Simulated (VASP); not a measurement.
# PbS: single point with PBE

Crystal: PbS.

```
CELL_PARAMETERS angstrom
2.07995 -5.99130 0.00000
2.07995 5.99130 0.00000
0.00000 0.00000 4.27932
ATOMIC_POSITIONS crystal
Pb 0.13130 0.87015 0.24988
Pb 0.87325 0.13016 0.74868
S 0.35273 0.64237 0.25070
S 0.64505 0.35392 0.74729
```

This cell differs from its parent crystal: atoms moved at random.

```
Program             : VASP 6.6.1
Task                : single point
Functional          : PBE
Potentials or basis : VASP PAW PBE potentials, release 64 (Pb_d, S)
Cutoff              : 400 eV
k mesh              : 6 × 6 × 5
Occupations         : gaussian, width 0.02 eV
Spin                : no spin polarisation
```

```json
{"Pressure": "0.8 GPa", "Largest force": "0.102 eV/Å", "Band gap on the k mesh": "1.13 eV (least direct gap 1.22 eV)"}
```

Forces in eV/Å, atoms in the order of the input:
```
Pb  -0.001  0.027 -0.006
Pb  -0.006  0.040  0.006
S    0.014 -0.099 -0.019
S   -0.008  0.032  0.019
```

Stress tensor (GPa, compression positive):
```
 0.77 -0.01  0.00
-0.01  0.85  0.05
 0.00  0.05  0.74
```

Levels at points of the mesh, in eV from the valence-band top:
| k point | band 17 | band 18 | band 19 | band 20 | band 21 | band 22 | band 23 | band 24 |
| --- | --- | --- | --- | --- | --- | --- | --- | --- |
| (0.00, 0.00, 0.00) | -2.36 | -1.66 | -1.47 | -0.50 | 4.61 | 4.72 | 4.87 | 5.52 |
| (0.50, 0.00, 0.00) | -1.34 | -1.17 | -0.39 | -0.36 | 1.78 | 1.86 | 2.22 | 2.94 |
| (0.00, 0.50, 0.00) | -1.35 | -1.16 | -0.40 | -0.35 | 1.77 | 1.86 | 2.20 | 2.92 |
| (0.50, 0.50, 0.00) | -1.94 | -1.87 | -1.31 | -0.47 | 1.13 | 4.43 | 4.85 | 4.92 |

It took 93 s on 1 thread of Intel(R) Xeon(R) 6975P-C (Granite Rapids), with other jobs on the host, peak memory 0.29 GiB.

Caveat: the cell differs from its parent crystal (atoms moved at random); spin-orbit coupling is left out, which moves the levels of the heavy elements; an odd mesh through Γ misses points on the zone boundary, where band edges can lie.
